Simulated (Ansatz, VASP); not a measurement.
One calculation of O, two programs

```
O
1.0
     0.00000    1.87720    3.87267
     1.49169    0.00000    3.87267
     1.49169    1.87720    0.00000
O
2
Direct
  0.42110 0.42110 0.57890
  0.57890 0.57890 0.42110
```

Change from the starting cell: volume scaled by 0.98, PAW files.

Alike in both runs: task electric field gradients; functional LDA; k mesh 14 × 14 × 14; occupations fermi-dirac, width 0.08 eV; no spin polarisation.

|  | VASP | Ansatz |
| --- | --- | --- |
| version | VASP 6.6.1 | Ansatz 0.2.0 |
| potentials or method | VASP PAW LDA potentials, release 64 (O) | PAW with Ansatz's default frozen-core files, scalar-relativistic |
| plane-wave cutoff (eV) | 520 | 420 |
| valence electrons in the cell | 12 | 12 |

|  | VASP | Ansatz | Ansatz less VASP |
| --- | --- | --- | --- |
| pressure (GPa) | -5.9 | -10.0 | -4.13 |
| traceless stress, the component that is largest in VASP (GPa) | -2.37 | 2.03 | +4.401 |
| rms of the force components (eV/Å) | 0.170 | 1.033 | +0.8634 |
| size of Vzz on the site where it differs most (V/Å²) | 128.5 | 126.9 | -1.60 |

LDA's correlation is that of Perdew and Zunger in VASP and of Perdew and Wang (1992) in Ansatz. Atom by atom the forces differ by 0.863 eV/Å (rms over components).

Noted on VASP's run: the standard files for N, O and F lose accuracy on very short bonds; spin is off for a triplet molecule.
